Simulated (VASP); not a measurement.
A run of VASP 6.6.1 is set up as follows.

File INCAR:

```
SYSTEM = C
ALGO = Normal
EDIFF = 1E-6
ENCUT = 520
GGA = PE
ISIF = 2
ISMEAR = 0
LASPH = .TRUE.
LCHARG = .TRUE.
LELF = .TRUE.
LREAL = .FALSE.
LVHAR = .TRUE.
LWAVE = .FALSE.
NBANDS = 36
NELM = 100
PREC = Accurate
SIGMA = 0.05
```

KPOINTS

```
k-points
0
G
  12 12 2
  0 0 0
```

POSCAR

```
C
1.0
    2.6529000000      0.0000000000      0.0000000000
   -1.3264500000      2.2974787937      0.0000000000
    0.0000000000      0.0000000000     12.4291124965
C
12
Direct
    0.0000000000      0.0000000000      0.1868593266
    0.0000000000      0.0000000000      0.6868593266
    0.0000000000      0.0000000000      0.3131406734
    0.0000000000      0.0000000000      0.8131406734
    0.3333333333      0.6666666667      0.5207665411
    0.6666666667      0.3333333333      0.0207665411
    0.3333333333      0.6666666667      0.9792334589
    0.6666666667      0.3333333333      0.4792334589
    0.3333333333      0.6666666667      0.6450950823
    0.6666666667      0.3333333333      0.1450950823
    0.3333333333      0.6666666667      0.8549049177
    0.6666666667      0.3333333333      0.3549049177
```

Potentials or basis: VASP PAW PBE potentials, release 64 (C).

The run is started by

```bash
$ cat potpaw_PBE.64/C/POTCAR > POTCAR
$ mpirun -np 1 vasp_std > vasp.out
```

**Question.** What does it give for the largest force?

**Answer.** 0.070 eV/Å.

**Question.** What does it give for the pressure?

**Answer.** -35.0 GPa.

**Question.** What does it give for the band gap on the k mesh?

**Answer.** 3.72 eV (least direct gap 4.58 eV).

Forces on the atoms (eV/Å):
```
C    0.000  0.000 -0.070
C    0.000  0.000 -0.070
C    0.000  0.000  0.070
C    0.000  0.000  0.070
C    0.000  0.000 -0.034
C    0.000  0.000 -0.034
C    0.000  0.000  0.034
C    0.000  0.000  0.034
C    0.000  0.000 -0.066
C    0.000  0.000 -0.066
C    0.000  0.000  0.066
C    0.000  0.000  0.066
```

Caveat: the stress differs along the axes, from -51 to -3 GPa. A k mesh can miss the band edges.
